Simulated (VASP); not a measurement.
The system is HoO3.

```
Ho O
1.0
     3.40963    0.00000    0.00000
     0.00000    3.40963    0.00000
     0.00000    0.00000    4.22304
Ho O
1 3
Direct
  0.00000 0.00000 0.50000
  0.50000 0.50000 0.00000
  0.00000 0.00000 0.00000
  0.50000 0.50000 0.50000
```

The cell was built from a structure type or drawn by symmetry, and may not be a known phase.

| Item | Value |
| --- | --- |
| Program | VASP 6.6.1 |
| Task | relaxation of cell and atoms |
| Functional | PBE |
| Potentials or basis | VASP PAW PBE potentials, release 64 (Ho_3, O), 4f in core |
| Cutoff | 600 eV |
| k mesh | 6 × 6 × 4 |
| Occupations | gaussian, width 0.1 eV |
| Spin | no spin polarisation |

At the start: pressure 0.8 GPa; volume 12.27 Å³/atom.

How do energy, volume and symmetry change on relaxing?

Over 9 steps the energy falls by 2.2 meV/atom and the volume is 12.13 Å³/atom (-1.2 %); space group P4/mmm (No. 123, to 0.1 Å) before and after.

The path:
| step | energy change (eV) | largest force (eV/Å) | pressure (GPa) | volume (Å³) |
| --- | --- | --- | --- | --- |
| 1 | 0.0000 | 0.0000 | 0.75 | 49.10 |
| 2 | -0.0025 | 0.0000 | -1.01 | 49.51 |
| 3 | -0.0026 | 0.0000 | -0.70 | 49.42 |
| 4 | -0.0043 | 0.0000 | -0.31 | 49.19 |
| 5 | -0.0062 | 0.0000 | 0.33 | 48.79 |
| 6 | -0.0053 | 0.0000 | 1.87 | 47.98 |
| 7 | -0.0066 | 0.0000 | 0.83 | 48.51 |
| 8 | -0.0077 | 0.0000 | 0.57 | 48.52 |
| 9 | -0.0089 | 0.0000 | 0.23 | 48.52 |

Final structure:
```
Ho O
1.0
     3.34049    0.00000    0.00000
     0.00000    3.34049    0.00000
     0.00000    0.00000    4.34846
Ho O
1 3
Direct
  0.00000 0.00000 0.50000
  0.50000 0.50000 0.00000
  0.00000 0.00000 0.00000
  0.50000 0.50000 0.50000
```

Caveat: the k points lie up to 0.36 Å⁻¹ apart in the final cell, too coarse for converged energies and pressures of a metal; an odd number of electrons without spin polarisation forces a metal; a magnetic or distorted state may lie lower; the run has no spin polarisation, though such a crystal can be magnetic.
